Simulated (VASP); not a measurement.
Input of a VASP 6.6.1 run:

Contents of INCAR:

```
SYSTEM = CdBi2
PREC = Accurate
ENCUT = 520
EDIFF = 1E-6
ISMEAR = 0
SIGMA = 0.1
LREAL = .False.
LASPH = .True.
NELM = 80
ALGO = Fast
ISIF = 2
LWAVE = .False.
LCHARG = .True.
GGA = PE
LELF = .True.
LVHAR = .True.
NBANDS = 51
```

File KPOINTS:

```
regular mesh
0
Gamma
  12 12 4
  0 0 0
```

POSCAR

```
CdBi2
1.0
    3.5101563225      0.0000000000      0.0000000000
   -1.7550781613      3.0398845466      0.0000000000
    0.0000000000      0.0000000000     16.5158302688
Cd Bi
2 4
Direct
    0.3333333333      0.6666666667      0.2500000000
    0.6666666667      0.3333333333      0.7500000000
    0.3333333333      0.6666666667      0.5918387076
    0.6666666667      0.3333333333      0.0918387076
    0.3333333333      0.6666666667      0.9081612924
    0.6666666667      0.3333333333      0.4081612924
```

Potentials or basis: VASP PAW PBE potentials, release 64 (Cd, Bi_d).

Launch:

```bash
$ cat potpaw_PBE.64/Cd/POTCAR potpaw_PBE.64/Bi_d/POTCAR > POTCAR
$ mpirun -np 1 vasp_std > vasp.out
```

Task: What does it give for the band gap on the k mesh?

Result: Zero (bands 42 and 43 overlap by 5.37 eV).

Task: What does it give for the largest force?

Result: 0.009 eV/Å.

Task: Estimate the pressure.

Result: 0.0 GPa.

Forces in eV/Å, atoms in the order of the input:
```
Cd   0.000  0.000  0.000
Cd   0.000  0.000  0.000
Bi   0.000  0.000 -0.009
Bi   0.000  0.000 -0.009
Bi   0.000  0.000  0.009
Bi   0.000  0.000  0.009
```

Caveat: spin-orbit coupling is left out, which moves the levels of the heavy elements.
